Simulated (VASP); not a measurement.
# CdTe (I-4m2) in VASP: a series of runs

The runs below take CdTe through single point, with r2SCAN.

All numbers are computed with VASP 6.6.1; they aren't measurements. Logs are shortened: lines on timing, memory, paths and dates and some standing lists are left out, and cuts for length are marked.

## 1. The cell of the first run

Symmetry: I-4m2, No. 119, tetragonal system. Conventional cell: a = 5.088 Å, b = 5.088 Å, c = 5.087 Å, α = 90.00°, β = 90.00°, γ = 90.00°. Within 3.7 Å of Cd (site symmetry -4m2) lie 4 Te at 2.84 Å. Within 3.7 Å of Te (site symmetry -4m2) lie 4 Cd at 2.84 Å.

## 2. Single point, r2SCAN

File POSCAR:

```
CdTe
1.0
    0.0000000000      3.5976719704      2.5435540831
    3.5976719704      0.0000000000      2.5435540831
    3.5976719704      3.5976719704      0.0000000000
Cd Te
1 1
Direct
    0.0000000000      0.0000000000      0.0000000000
    0.7500000000      0.7500000000      0.7500000000
```

File INCAR.step1:

```
ALGO = Normal
EDIFF = 1E-4
ENCUT = 520
GGA = PE
ISMEAR = 0
LASPH = T
LCHARG = F
LREAL = F
LWAVE = T
NBANDS = 16
NELM = 100
PREC = Accurate
SIGMA = 0.05
```

File INCAR.step2:

```
ALGO = Normal
EDIFF = 1E-7
ENCUT = 520
ISIF = 2
ISMEAR = 0
ISTART = 1
LASPH = T
LCHARG = F
LMIXTAU = T
LREAL = F
LWAVE = F
METAGGA = R2SCAN
NBANDS = 16
NELM = 100
PREC = Accurate
SIGMA = 0.05
```

File KPOINTS:

```
k-points
0
Gamma
  8 8 8
```

Potentials or basis: VASP PAW PBE potentials, release 64 (Cd, Te).

The run is started by

```bash
> cat potpaw_PBE.64/Cd/POTCAR potpaw_PBE.64/Te/POTCAR > POTCAR
> cp INCAR.step1 INCAR
> mpirun -np 1 vasp_std > vasp.out
> cp INCAR.step2 INCAR
> mpirun -np 1 vasp_std > vasp.out
```

OUTCAR:

```text
EDIFF = 1E-7
   ENCUT = 520
   ISIF = 2
   ISMEAR = 0
   ISTART = 1
   LASPH = T
   LREAL = F
   METAGGA = R2SCAN
   NELM = 100
   PREC = Accurate

 ion  position               nearest neighbor table
   1  0.000  0.000  0.000-   2 2.84   2 2.84   2 2.84   2 2.84
   2  0.750  0.750  0.750-   1 2.84   1 2.84   1 2.84   1 2.84

  LATTYP: Found a body centered tetragonal cell.
 ALAT       =     5.0878764935
 C/A-ratio  =     0.9998489886

  Lattice vectors:

 A1 = (   0.0000000000,  -3.5976719704,  -2.5435540831)
 A2 = (   0.0000000000,   3.5976719704,  -2.5435540831)
 A3 = (   3.5976719704,   0.0000000000,   2.5435540831)

Analysis of symmetry for initial positions (statically):
=====================================================================
 Subroutine PRICEL returns:
 Original cell was already a primitive cell.

 Routine SETGRP: Setting up the symmetry group for a
 body centered tetragonal supercell.

 Subroutine GETGRP returns: Found  8 space group operations
 (whereof  8 operations were pure point group operations)
 out of a pool of 16 trial point group operations.

The static configuration has the point symmetry D_2d.

Analysis of symmetry for dynamics (positions and initial velocities):
=====================================================================
 Subroutine PRICEL returns:
 Original cell was already a primitive cell.

 Routine SETGRP: Setting up the symmetry group for a
 body centered tetragonal supercell.

 Subroutine GETGRP returns: Found  8 space group operations
 (whereof  8 operations were pure point group operations)
 out of a pool of 16 trial point group operations.

The dynamic configuration has the point symmetry D_2d.

 Subroutine INISYM returns: Found  8 space group operations
 (whereof  8 operations are pure point group operations),
 and found     1 'primitive' translations

----------------------------------------------------------------------------------------

                                     Primitive cell

  volume of cell :      65.8437

  direct lattice vectors                    reciprocal lattice vectors
     0.000000000  3.597671970  2.543554083    -0.138978763  0.138978763  0.196575337
     3.597671970  0.000000000  2.543554083     0.138978763 -0.138978763  0.196575337
     3.597671970  3.597671970  0.000000000     0.138978763  0.138978763 -0.196575337

  length of vectors
     4.406008509  4.406008509  5.087876494     0.277978517  0.277978517  0.277978517

  position of ions in fractional coordinates (direct lattice)
     0.000000000  0.000000000  0.000000000
     0.750000000  0.750000000  0.750000000

  ion indices of the primitive-cell ions
   primitive index   ion index
                 1           1
                 2           2

----------------------------------------------------------------------------------------

 KPOINTS: k-points

Automatic generation of k-mesh.
 Grid dimensions read from file:
 generate k-points for:    8    8    8

 Generating k-lattice:

  Cartesian coordinates                     Fractional coordinates (reciprocal lattice)
    -0.017372345  0.017372345  0.024571917     0.125000000  0.000000000  0.000000000
     0.017372345 -0.017372345  0.024571917     0.000000000  0.125000000  0.000000000
     0.017372345  0.017372345 -0.024571917    -0.000000000 -0.000000000  0.125000000

  Length of vectors
     0.034747315  0.034747315  0.034747315

  Shift w.r.t. Gamma in fractional coordinates (k-lattice)
     0.000000000  0.000000000  0.000000000

 Subroutine IBZKPT returns following result:
 ===========================================

 Found     59 irreducible k-points:

 Following reciprocal coordinates:
            Coordinates               Weight
  0.000000  0.000000  0.000000      1.000000
  0.125000 -0.000000  0.000000      8.000000
  0.250000 -0.000000  0.000000      8.000000
  0.375000 -0.000000  0.000000      8.000000
  0.500000 -0.000000  0.000000      4.000000
  0.125000  0.125000  0.000000      2.000000
[... 16 lines left out ...]
  0.250000 -0.000000  0.125000     16.000000
  0.375000 -0.000000  0.125000     16.000000
 [... further k-points ...]
   k-points           NKPTS =     59   k-points in BZ     NKDIM =     59   number of bands    NBANDS=     16
   number of dos      NEDOS =    301   number of ions     NIONS =      2
   total plane-waves  NPLWV =  51840
   dimension x,y,z NGX =    36 NGY =   36 NGZ =   40
   dimension x,y,z NGXF=    72 NGYF=   72 NGZF=   80
   ions per type =               1   1
   NGX,Y,Z   is equivalent  to a cutoff of  13.58, 13.58, 13.07 a.u.
   NGXF,Y,Z  is equivalent  to a cutoff of  27.17, 27.17, 26.14 a.u.
 SYSTEM =  unknown system
   PREC   = accura    normal or accurate (medium, high low for compatibility)
   ISTART =      1    job   : 0-new  1-cont  2-samecut
   ICHARG =      0    charge: 1-file 2-atom 10-const
   ISPIN  =      1    spin polarized calculation?
   LNONCOLLINEAR =      F non collinear calculations
   LSORBIT =      F    spin-orbit coupling
   LASPH  =      T    aspherical Exc in radial PAW
   ENCUT  =  520.0 eV  38.22 Ry    6.18 a.u.   8.19  8.19  9.46*2*pi/ulx,y,z
   NELM   =    100;   NELMIN=  2; NELMDL=  0     # of ELM steps
   EDIFF  = 0.1E-06   stopping-criterion for ELM
   LREAL  =      F    real-space projection
   EDIFFG = 0.1E-05   stopping-criterion for IOM
   NSW    =      0    number of steps for IOM
   IBRION =     -1    ionic relax: 0-MD 1-quasi-New 2-CG
   NFREE  =      0    steps in history (QN), initial steepest desc. (CG)
   ISIF   =      2    stress and relaxation
   ISYM   =      2    0-nonsym 1-usesym 2-fastsym
   POTIM  = 0.5000    time-step for ionic-motion
   TEBEG  =    0.0;   TEEND  =   0.0 temperature during run
   PSTRESS=    0.0 pullay stress
   NELECT =      18.0000    total number of electrons
   NUPDOWN=      -1.0000    fix difference up-down
   EMIN   =  10.00;   EMAX   =-10.00  energy-range for DOS
   EFERMI =   0.00;   METHOD = LEGACY
   ISMEAR =     0;   SIGMA  =   0.05  broadening in eV -4-tet -1-fermi 0-gaus
   EFERMI_NEDOS =   21; number of points for ismear=-14 and -15
   IALGO  =     38    algorithm
   IMIX   =      4    mixing-type and parameters
     AMIX     =   0.40;   BMIX     =  1.00
     AMIX_MAG =   1.60;   BMIX_MAG =  1.00
  volume/ion in A,a.u.               =      32.92       222.17
  Fermi-wavevector in a.u.,A,eV,Ry     =   1.062497  2.007828 15.359610  1.128899
  Thomas-Fermi vector in A             =   2.197950
   LORBIT       =      0    0 simple, 1 ext, 2 COOP (PROOUT), +10 PAW based schemes
   METAGGA = R2SCAN    functional components
   LHFCALC =     F    Hartree Fock is set to
   AEXX    =    0.0000 exact exchange contribution
   IVDW    =     0    specifies the selected vdW correction
   LEPSILON=     F    determine dielectric tensor
   LRPA    =     F    only Hartree local field effects (RPA)
 non-spin polarized calculation
 Gauss-broadening in eV      SIGMA  =   0.05
  energy-cutoff  :      520.00
  volume of cell :       65.84
 maximum number of plane-waves:      1830
 NGX is ok and might be reduce to    36
   NGX = 17   NGY = 17   NGZ = 19

 number of electron      18.0000000 magnetization

 Free energy of the ion-electron system (eV)
  ---------------------------------------------------
  ext. energy  EPLUGINS =         0.00000000
  ---------------------------------------------------
  free energy    TOTEN  =       -46.46216156 eV

  energy without entropy =      -46.46216156  energy(sigma->0) =      -46.46216156

 E-fermi :   2.9675     XC(G=0):  -9.3243

 val. band max:        2.7401511640   @ k =   0.0000   0.0000   0.0000
 cond. band min:       3.4209382093   @ k =   0.0000   0.0000   0.0000
 fundamental gap:      0.6807870453
 Fermi energy:         2.9674617520

 k-point     1 :       0.0000    0.0000    0.0000
  band No.  band energies     occupation
      1      -9.1516      2.00000
      2      -6.2076      2.00000
      3      -6.2076      2.00000
      4      -6.1628      2.00000
      5      -5.9985      2.00000
      6      -5.9501      2.00000
[... 8 lines left out ...]
     15      10.5303      0.00000
     16      11.7574      0.00000

 k-point     2 :       0.1250   -0.0000    0.0000
  band No.  band energies     occupation
      1      -9.0758      2.00000
      2      -6.2013      2.00000
      3      -6.1952      2.00000
      4      -6.1415      2.00000
      5      -5.9926      2.00000
      6      -5.9437      2.00000
[... 8 lines left out ...]
     15      10.6534      0.00000
     16      11.9865      0.00000

 k-point     3 :       0.2500   -0.0000    0.0000
  band No.  band energies     occupation
      1      -8.8900      2.00000
      2      -6.1917      2.00000
      3      -6.1652      2.00000
      4      -6.0735      2.00000
      5      -5.9716      2.00000
      6      -5.9035      2.00000
[... 8 lines left out ...]
     15      11.2602      0.00000
     16      13.4066      0.00000

 k-point     4 :       0.3750   -0.0000    0.0000
  band No.  band energies     occupation
      1      -8.7043      2.00000
      2      -6.1891      2.00000
      3      -6.1351      2.00000
      4      -6.0216      2.00000
      5      -5.9418      2.00000
      6      -5.7517      2.00000
[... 8 lines left out ...]
     15      13.0836      0.00000
     16      13.1484      0.00000

 k-point     5 :       0.5000   -0.0000    0.0000
  band No.  band energies     occupation
      1      -8.6289      2.00000
      2      -6.1898      2.00000
      3      -6.1224      2.00000
      4      -6.0118      2.00000
      5      -5.9272      2.00000
      6      -5.6272      2.00000
[... 8 lines left out ...]
     15      12.5860      0.00000
     16      14.9938      0.00000

 k-point     6 :       0.1250    0.1250    0.0000
  band No.  band energies     occupation
      1      -9.0208      2.00000
      2      -6.1951      2.00000
      3      -6.1951      2.00000
      4      -6.1404      2.00000
      5      -5.9844      2.00000
      6      -5.9165      2.00000
[... 8 lines left out ...]
     15      11.8052      0.00000
     16      13.2247      0.00000

 k-point     7 :       0.2500    0.1250    0.0000
  band No.  band energies     occupation
      1      -8.8591      2.00000
      2      -6.1809      2.00000
      3      -6.1787      2.00000
      4      -6.0960      2.00000
      5      -5.9645      2.00000
      6      -5.8473      2.00000
[... 8 lines left out ...]
     15      12.5331      0.00000
     16      13.5276      0.00000

 k-point     8 :       0.3750    0.1250    0.0000
  band No.  band energies     occupation
      1      -8.6873      2.00000
      2      -6.1725      2.00000
      3      -6.1530      2.00000
      4      -6.0494      2.00000
      5      -5.9379      2.00000
      6      -5.6865      2.00000
[... 8 lines left out ...]
     15      12.8669      0.00000
     16      13.4111      0.00000

 k-point     9 :       0.5000    0.1250    0.0000
  band No.  band energies     occupation
      1      -8.6048      2.00000
      2      -6.1696      2.00000
      3      -6.1249      2.00000
      4      -6.0309      2.00000
      5      -5.9268      2.00000
      6      -5.5639      2.00000
[... 8 lines left out ...]
     15      13.6699      0.00000
     16      14.6773      0.00000
[... 172 lines left out ...]
 k-point    19 :       0.5000    0.3750    0.0000
  band No.  band energies     occupation
      1      -8.5136      2.00000
      2      -6.1245      2.00000
      3      -6.0771      2.00000
      4      -6.0721      2.00000
      5      -5.9115      2.00000
      6      -5.2033      2.00000
[... 8 lines left out ...]
     15      13.7322      0.00000
     16      14.3152      0.00000

 k-point    20 :      -0.3750    0.3750    0.0000
  band No.  band energies     occupation
      1      -8.5200      2.00000
      2      -6.1059      2.00000
      3      -6.0868      2.00000
      4      -6.0713      2.00000
      5      -5.9257      2.00000
      6      -5.2933      2.00000
[... 8 lines left out ...]
     15      12.3105      0.00000
     16      15.7188      0.00000

 k-point    21 :       0.5000    0.5000    0.0000
  band No.  band energies     occupation
      1      -8.5002      2.00000
      2      -6.1371      2.00000
      3      -6.0611      2.00000
      4      -6.0611      2.00000
      5      -5.9033      2.00000
      6      -5.1030      2.00000
[... 8 lines left out ...]
     15      13.7736      0.00000
     16      13.9870      0.00000

 k-point    22 :       0.1250    0.0000    0.1250
  band No.  band energies     occupation
      1      -9.0667      2.00000
      2      -6.2034      2.00000
      3      -6.1810      2.00000
      4      -6.1375      2.00000
      5      -5.9968      2.00000
      6      -5.9508      2.00000
[... 8 lines left out ...]
     15      10.6767      0.00000
     16      11.8744      0.00000

 k-point    23 :       0.2500   -0.0000    0.1250
  band No.  band energies     occupation
      1      -8.9277      2.00000
      2      -6.1956      2.00000
      3      -6.1433      2.00000
      4      -6.0922      2.00000
      5      -5.9908      2.00000
      6      -5.9333      2.00000
[... 8 lines left out ...]
     15      10.9988      0.00000
     16      12.4503      0.00000

 k-point    24 :       0.3750   -0.0000    0.1250
  band No.  band energies     occupation
      1      -8.7404      2.00000
      2      -6.1901      2.00000
      3      -6.1141      2.00000
      4      -6.0265      2.00000
      5      -5.9688      2.00000
      6      -5.8259      2.00000
[... 8 lines left out ...]
     15      12.0500      0.00000
     16      13.1591      0.00000

 [... further k-points ...]

------------------------ aborting loop because EDIFF is reached ----------------------------------------

  FORCE on cell =-STRESS in cart. coord.  units (eV):
  Direction    XX          YY          ZZ          XY          YZ          ZX
  --------------------------------------------------------------------------------------
  -------------------------------------------------------------------------------------
  Total        0.0355902      0.0355902      1.0707710      0.0000000     -0.0000000      0.0000000
  in kB        0.8660190      0.8660190     26.0551202      0.0000000     -0.0000000      0.0000000
  external PRESSURE =       9.2623861 kB  Pullay stress =       0.0000000 kB

 VOLUME and BASIS-vectors are now :
 -----------------------------------------------------------------------------
  energy-cutoff  :      520.00
  volume of cell :       65.84
      direct lattice vectors                 reciprocal lattice vectors
     0.000000000  3.597671970  2.543554083    -0.138978763  0.138978763  0.196575337
     3.597671970  0.000000000  2.543554083     0.138978763 -0.138978763  0.196575337
     3.597671970  3.597671970  0.000000000     0.138978763  0.138978763 -0.196575337

 POSITION                                       TOTAL-FORCE (eV/Angst)
 -----------------------------------------------------------------------------------
      0.00000      0.00000      0.00000         0.000000      0.000000      0.000000
      5.39651      5.39651      3.81533         0.000000      0.000000     -0.000000
 -----------------------------------------------------------------------------------
    total drift:                                0.000000      0.000000      0.000002

  FREE ENERGIE OF THE ION-ELECTRON SYSTEM (eV)
  ---------------------------------------------------
  free  energy   TOTEN  =       -46.4621615609 eV

  energy  without entropy=      -46.4621615609  energy(sigma->0) =      -46.46216156
```

It took 1.9 min on 1 thread of Intel Xeon 6975P-C (Granite Rapids), shared host; peak memory 0.26 GiB.

Results:

```
Free energy            : -46.4622 eV
Pressure               : 0.9 GPa
Band gap on the k mesh : 0.68 eV
```

Stress tensor (GPa, compression positive):
```
0.09 0.00 0.00
0.00 0.09 0.00
0.00 0.00 2.61
```

Levels at points of the mesh, in eV from the valence-band top:
```
           k point  band 5  band 6  band 7  band 8  band 9  band 10  band 11  band 12  band 13  band 14
(0.00, 0.00, 0.00)   -8.74   -8.69   -0.71   -0.71    0.00     0.68     5.24     5.38     5.38     7.33
(0.50, 0.00, 0.00)   -8.67   -8.37   -4.74   -1.78   -0.72     1.25     4.36     6.40     7.95     8.75
(0.50, 0.50, 0.00)   -8.64   -7.84   -3.40   -3.14   -3.14     0.86     2.18     9.53     9.53    10.26
(0.50, 0.00, 0.50)   -8.74   -8.43   -5.17   -1.69   -1.24     3.16     3.86     7.32     7.65     7.86
```

Caveat: semilocal functionals underestimate gaps, and a narrow one can read as zero; the PAW data sets were made with another functional, which shifts forces and pressure a little; spin-orbit coupling is left out, which moves the levels of the heavy elements.

(Part 1 of 2 ends here.)

The gap in the log of VASP goes by the Fermi energy; the results here count the filled bands.